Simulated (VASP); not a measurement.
# Tb2GeO (R-3m) in VASP: single point with PBE

Aim: the single point of Tb2GeO with PBE.

Program: VASP 6.6.1. These are calculated values, not measurements. Logs are shortened: lines on timing, memory, paths and dates and some standing lists are left out, and cuts for length are marked.

## (1) The cell of the first run

Symmetry: R-3m, No. 166, trigonal system. The conventional cell has a = 3.563 Å, b = 3.563 Å, c = 20.854 Å, α = 90.00°, β = 90.00°, γ = 120.00°. Tb (site symmetry 3m) has 3 O at 2.47 Å and 3 Ge at 2.95 Å and 9 Tb at 3.41 to 3.56 Å within 3.6 Å. Within 4.1 Å of Ge (site symmetry -3m) lie 6 Tb at 2.95 Å and 6 Ge at 3.56 Å and 6 O at 4.04 Å. O (site symmetry -3m) has 6 Tb at 2.47 Å within 3.3 Å.

The cell was generated, and may not be a known phase.

## (2) Single point, PBE

File INCAR:

```
SYSTEM = Tb2GeO
PREC = Accurate ; ENCUT = 600
EDIFF = 1E-6 ; ISMEAR = 0
SIGMA = 0.1 ; LREAL = .FALSE.
LASPH = .TRUE. ; NELM = 200
ALGO = Normal ; ISIF = 2
LWAVE = .FALSE. ; LCHARG = .FALSE.
GGA = PE ; NBANDS = 27
GGA_COMPAT = .FALSE. ; LMAXMIX = 6
```

File KPOINTS:

```
Automatic mesh
0
G
  12 12 12
  0 0 0
```

File POSCAR:

```
Tb2GeO
1.0
    1.7815079879      1.0285541164      6.9513323196
   -1.7815079879      1.0285541164      6.9513323196
    0.0000000000     -2.0571082328      6.9513323196
Tb Ge O
2 1 1
Direct
    0.7318868769      0.7318868769      0.7318868769
    0.2681131231      0.2681131231      0.2681131231
    0.5000000000      0.5000000000      0.5000000000
    0.0000000000      0.0000000000      0.0000000000
```

Potentials or basis: VASP PAW PBE potentials, release 64 (Tb_3, Ge_d, O), 4f in core.

On the command line:

```sh
$ cat potpaw_PBE.64/Tb_3/POTCAR potpaw_PBE.64/Ge_d/POTCAR potpaw_PBE.64/O/POTCAR > POTCAR
$ mpirun -np 1 vasp_std > vasp.out
```

OUTCAR:

```text
SYSTEM = Tb2GeO
   PREC = Accurate
   ENCUT = 600
   EDIFF = 1E-6
   ISMEAR = 0
   LREAL = .FALSE.
   LASPH = .TRUE.
   NELM = 200
   ISIF = 2
   GGA = PE

 ion  position               nearest neighbor table
   1  0.732  0.732  0.732-   4 2.47   4 2.47   4 2.47   3 2.95   3 2.95   3 2.95   2 3.41   2 3.41
                             2 3.41
   2  0.268  0.268  0.268-   4 2.47   4 2.47   4 2.47   3 2.95   3 2.95   3 2.95   1 3.41   1 3.41
                             1 3.41
   3  0.500  0.500  0.500-   2 2.95   2 2.95   1 2.95   1 2.95   2 2.95   1 2.95
   4  0.000  0.000  0.000-   1 2.47   1 2.47   2 2.47   2 2.47   1 2.47   2 2.47

  LATTYP: Found a trigonal (rhomboedric) cell.
 ALAT       =     7.2493251616
 COS(alpha) =     0.8792157287

  Lattice vectors:

 A1 = (   1.7815079879,   1.0285541164,   6.9513323196)
 A2 = (  -1.7815079879,   1.0285541164,   6.9513323196)
 A3 = (   0.0000000000,  -2.0571082328,   6.9513323196)

Analysis of symmetry for initial positions (statically):
=====================================================================
 Subroutine PRICEL returns:
 Original cell was already a primitive cell.

 Routine SETGRP: Setting up the symmetry group for a
 trigonal (rhombohedral) supercell.

 Subroutine GETGRP returns: Found 12 space group operations
 (whereof 12 operations were pure point group operations)
 out of a pool of 12 trial point group operations.

The static configuration has the point symmetry D_3d.

Analysis of symmetry for dynamics (positions and initial velocities):
=====================================================================
 Subroutine PRICEL returns:
 Original cell was already a primitive cell.

 Routine SETGRP: Setting up the symmetry group for a
 trigonal (rhombohedral) supercell.

 Subroutine GETGRP returns: Found 12 space group operations
 (whereof 12 operations were pure point group operations)
 out of a pool of 12 trial point group operations.

The dynamic configuration has the point symmetry D_3d.

 Subroutine INISYM returns: Found 12 space group operations
 (whereof 12 operations are pure point group operations),
 and found     1 'primitive' translations

----------------------------------------------------------------------------------------

                                     Primitive cell

  volume of cell :      76.4248

  direct lattice vectors                    reciprocal lattice vectors
     1.781507988  1.028554116  6.951332320     0.280661105  0.162039764  0.047952438
    -1.781507988  1.028554116  6.951332320    -0.280661105  0.162039764  0.047952438
     0.000000000 -2.057108233  6.951332320     0.000000000 -0.324079529  0.047952438

  length of vectors
     7.249325162  7.249325162  7.249325162     0.327607963  0.327607963  0.327607963

  position of ions in fractional coordinates (direct lattice)
     0.731886877  0.731886877  0.731886877
     0.268113123  0.268113123  0.268113123
     0.500000000  0.500000000  0.500000000
     0.000000000  0.000000000  0.000000000

  ion indices of the primitive-cell ions
   primitive index   ion index
                 1           1
                 2           2
                 3           3
                 4           4

----------------------------------------------------------------------------------------

 KPOINTS: Automatic mesh

Automatic generation of k-mesh.
 Grid dimensions read from file:
 generate k-points for:   12   12   12

 Generating k-lattice:

  Cartesian coordinates                     Fractional coordinates (reciprocal lattice)
     0.023388425  0.013503314  0.003996037     0.083333333  0.000000000 -0.000000000
    -0.023388425  0.013503314  0.003996037     0.000000000  0.083333333 -0.000000000
     0.000000000 -0.027006627  0.003996037    -0.000000000 -0.000000000  0.083333333

  Length of vectors
     0.027300664  0.027300664  0.027300664

  Shift w.r.t. Gamma in fractional coordinates (k-lattice)
     0.000000000  0.000000000  0.000000000

 Subroutine IBZKPT returns following result:
 ===========================================

 Found    189 irreducible k-points:

 Following reciprocal coordinates:
            Coordinates               Weight
  0.000000  0.000000  0.000000      1.000000
  0.083333  0.000000  0.000000      6.000000
  0.166667  0.000000  0.000000      6.000000
  0.250000  0.000000  0.000000      6.000000
  0.333333  0.000000  0.000000      6.000000
  0.416667  0.000000  0.000000      6.000000
[... 16 lines left out ...]
  0.500000  0.166667  0.000000     12.000000
 -0.416667  0.166667  0.000000     12.000000
 [... further k-points ...]
   k-points           NKPTS =    189   k-points in BZ     NKDIM =    189   number of bands    NBANDS=     27
   number of dos      NEDOS =    301   number of ions     NIONS =      4
   total plane-waves  NPLWV = 216000
   dimension x,y,z NGX =    60 NGY =   60 NGZ =   60
   dimension x,y,z NGXF=   120 NGYF=  120 NGZF=  120
   ions per type =               2   1   1
   NGX,Y,Z   is equivalent  to a cutoff of  13.76, 13.76, 13.76 a.u.
   NGXF,Y,Z  is equivalent  to a cutoff of  27.52, 27.52, 27.52 a.u.
 SYSTEM =  Tb2GeO
   PREC   = accura    normal or accurate (medium, high low for compatibility)
   ISTART =      0    job   : 0-new  1-cont  2-samecut
   ICHARG =      2    charge: 1-file 2-atom 10-const
   ISPIN  =      1    spin polarized calculation?
   LNONCOLLINEAR =      F non collinear calculations
   LSORBIT =      F    spin-orbit coupling
   LASPH  =      T    aspherical Exc in radial PAW
   ENCUT  =  600.0 eV  44.10 Ry    6.64 a.u.  14.48 14.48 14.48*2*pi/ulx,y,z
   NELM   =    200;   NELMIN=  2; NELMDL= -5     # of ELM steps
   EDIFF  = 0.1E-05   stopping-criterion for ELM
   LREAL  =      F    real-space projection
   EDIFFG = 0.1E-04   stopping-criterion for IOM
   NSW    =      0    number of steps for IOM
   IBRION =     -1    ionic relax: 0-MD 1-quasi-New 2-CG
   NFREE  =      0    steps in history (QN), initial steepest desc. (CG)
   ISIF   =      2    stress and relaxation
   ISYM   =      2    0-nonsym 1-usesym 2-fastsym
   POTIM  = 0.5000    time-step for ionic-motion
   TEBEG  =    0.0;   TEEND  =   0.0 temperature during run
   PSTRESS=    0.0 pullay stress
   NELECT =      38.0000    total number of electrons
   NUPDOWN=      -1.0000    fix difference up-down
   EMIN   =  10.00;   EMAX   =-10.00  energy-range for DOS
   EFERMI =   0.00;   METHOD = LEGACY
   ISMEAR =     0;   SIGMA  =   0.10  broadening in eV -4-tet -1-fermi 0-gaus
   EFERMI_NEDOS =   21; number of points for ismear=-14 and -15
   IALGO  =     38    algorithm
   IMIX   =      4    mixing-type and parameters
     AMIX     =   0.40;   BMIX     =  1.00
     AMIX_MAG =   1.60;   BMIX_MAG =  1.00
  volume/ion in A,a.u.               =      19.11       128.93
  Fermi-wavevector in a.u.,A,eV,Ry     =   1.296954  2.450888 22.886225  1.682090
  Thomas-Fermi vector in A             =   2.428378
   LORBIT       =      0    0 simple, 1 ext, 2 COOP (PROOUT), +10 PAW based schemes
   GGA     = PE    functional components
   LHFCALC =     F    Hartree Fock is set to
   AEXX    =    0.0000 exact exchange contribution
   IVDW    =     0    specifies the selected vdW correction
   LEPSILON=     F    determine dielectric tensor
   LRPA    =     F    only Hartree local field effects (RPA)
 non-spin polarized calculation
 Gauss-broadening in eV      SIGMA  =   0.10
  energy-cutoff  :      600.00
  volume of cell :       76.42
 maximum number of plane-waves:      2573
 NGX is ok and might be reduce to    60
   NGX = 29   NGY = 29   NGZ = 29

 number of electron      38.0000005 magnetization

 Free energy of the ion-electron system (eV)
  ---------------------------------------------------
  ext. energy  EPLUGINS =         0.00000000
  ---------------------------------------------------
  free energy    TOTEN  =       -25.36036966 eV

  energy without entropy =      -25.34788621  energy(sigma->0) =      -25.35412793

 E-fermi :   5.5554     XC(G=0): -11.0083

 val. band max:        5.5536761765   @ k =  -0.1667  -0.3333   0.0833
 cond. band min:       5.5562852776   @ k =  -0.1667  -0.1667   0.0833
 fundamental gap:      0.0026091011
 Fermi energy:         5.5554383694

 k-point     1 :       0.0000    0.0000    0.0000
  band No.  band energies     occupation
      1     -18.8177      2.00000
      2     -18.8177      2.00000
      3     -18.7277      2.00000
      4     -18.7277      2.00000
      5     -18.6853      2.00000
      6     -18.1235      2.00000
[... 19 lines left out ...]
     26       8.4272      0.00000
     27       9.4926      0.00000

 k-point     2 :       0.0833    0.0000    0.0000
  band No.  band energies     occupation
      1     -18.8183      2.00000
      2     -18.8164      2.00000
      3     -18.7293      2.00000
      4     -18.7283      2.00000
      5     -18.6848      2.00000
      6     -18.1068      2.00000
[... 19 lines left out ...]
     26       8.8588      0.00000
     27       9.4039      0.00000

 k-point     3 :       0.1667    0.0000    0.0000
  band No.  band energies     occupation
      1     -18.8202      2.00000
      2     -18.8127      2.00000
      3     -18.7345      2.00000
      4     -18.7298      2.00000
      5     -18.6839      2.00000
      6     -18.0637      2.00000
[... 19 lines left out ...]
     26       9.3888      0.00000
     27       9.5007      0.00000

 k-point     4 :       0.2500    0.0000    0.0000
  band No.  band energies     occupation
      1     -18.8236      2.00000
      2     -18.8077      2.00000
      3     -18.7426      2.00000
      4     -18.7320      2.00000
      5     -18.6831      2.00000
      6     -18.0247      2.00000
[... 19 lines left out ...]
     26       9.3921      0.00000
     27      10.1309      0.00000
[... 516 lines left out ...]
      4     -18.7401      2.00000
      5     -18.6826      2.00000
      6     -18.0207      2.00000
[... 19 lines left out ...]
     26      10.4090      0.00000
     27      10.9803      0.00000

 k-point    23 :       0.5000    0.1667    0.0000
  band No.  band energies     occupation
      1     -18.8243      2.00000
      2     -18.8033      2.00000
      3     -18.7519      2.00000
      4     -18.7426      2.00000
      5     -18.6824      2.00000
      6     -18.0596      2.00000
[... 19 lines left out ...]
     26      11.0420      0.00000
     27      11.5033      0.00000

 k-point    24 :      -0.4167    0.1667    0.0000
  band No.  band energies     occupation
      1     -18.8236      2.00000
      2     -18.8028      2.00000
      3     -18.7531      2.00000
      4     -18.7437      2.00000
      5     -18.6825      2.00000
      6     -18.0770      2.00000
[... 19 lines left out ...]
     26      10.9254      0.00000
     27      11.4838      0.00000

 [... further k-points ...]

------------------------ aborting loop because EDIFF is reached ----------------------------------------

  FORCE on cell =-STRESS in cart. coord.  units (eV):
  Direction    XX          YY          ZZ          XY          YZ          ZX
  --------------------------------------------------------------------------------------
  -------------------------------------------------------------------------------------
  Total        0.1517952      0.1517952      0.0853913      0.0000000     -0.0000000      0.0000000
  in kB        3.1822514      3.1822514      1.7901513      0.0000000     -0.0000000      0.0000000
  external PRESSURE =       2.7182180 kB  Pullay stress =       0.0000000 kB

 VOLUME and BASIS-vectors are now :
 -----------------------------------------------------------------------------
  energy-cutoff  :      600.00
  volume of cell :       76.42
      direct lattice vectors                 reciprocal lattice vectors
     1.781507988  1.028554116  6.951332320     0.280661105  0.162039764  0.047952438
    -1.781507988  1.028554116  6.951332320    -0.280661105  0.162039764  0.047952438
     0.000000000 -2.057108233  6.951332320     0.000000000 -0.324079529  0.047952438

 POSITION                                       TOTAL-FORCE (eV/Angst)
 -----------------------------------------------------------------------------------
      0.00000      0.00000     15.26277         0.000000      0.000000      0.029596
      0.00000      0.00000      5.59123         0.000000     -0.000000     -0.029596
      0.00000      0.00000     10.42700         0.000000     -0.000000      0.000000
      0.00000      0.00000      0.00000         0.000000      0.000000      0.000000
 -----------------------------------------------------------------------------------
    total drift:                               -0.000000     -0.000000      0.000000

  FREE ENERGIE OF THE ION-ELECTRON SYSTEM (eV)
  ---------------------------------------------------
  free  energy   TOTEN  =       -25.3603696555 eV

  energy  without entropy=      -25.3478862102  energy(sigma->0) =      -25.35412793
```

Wall time 16 min (1 thread of Intel Xeon 6975P-C (Granite Rapids), shared host); peak memory 0.84 GiB.

Results:

* Free energy: -25.3604 eV
* Pressure: 0.3 GPa
* Largest force: 0.030 eV/Å
* Band gap on the k mesh: zero (bands 19 and 20 overlap by 1.64 eV)

Forces in eV/Å, atoms in the order of the input:
```
Tb   0.000  0.000  0.030
Tb   0.000  0.000 -0.030
Ge   0.000  0.000  0.000
O    0.000  0.000  0.000
```

Levels at points of the mesh, in eV from the Fermi level:
```tsv
k point	band 16	band 17	band 18	band 19	band 20	band 21	band 22	band 23
(0.00, 0.00, 0.00)	-5.64	-2.19	-0.64	1.27	1.27	1.58	1.74	1.75
(0.50, 0.00, 0.00)	-5.42	-3.72	-2.23	-0.84	0.36	0.44	2.52	3.45
(0.50, 0.50, 0.00)	-5.54	-3.39	-1.76	-1.63	0.46	1.89	2.55	3.57
(0.50, 0.50, 0.50)	-5.63	-3.79	0.28	0.89	0.89	1.37	1.99	1.99
```

Caveat: spin-orbit coupling is left out, which moves the levels of the heavy elements; the 4f electrons are frozen in the core, so they carry no moment and show no levels; the run has no spin polarisation, though such a crystal can be magnetic.
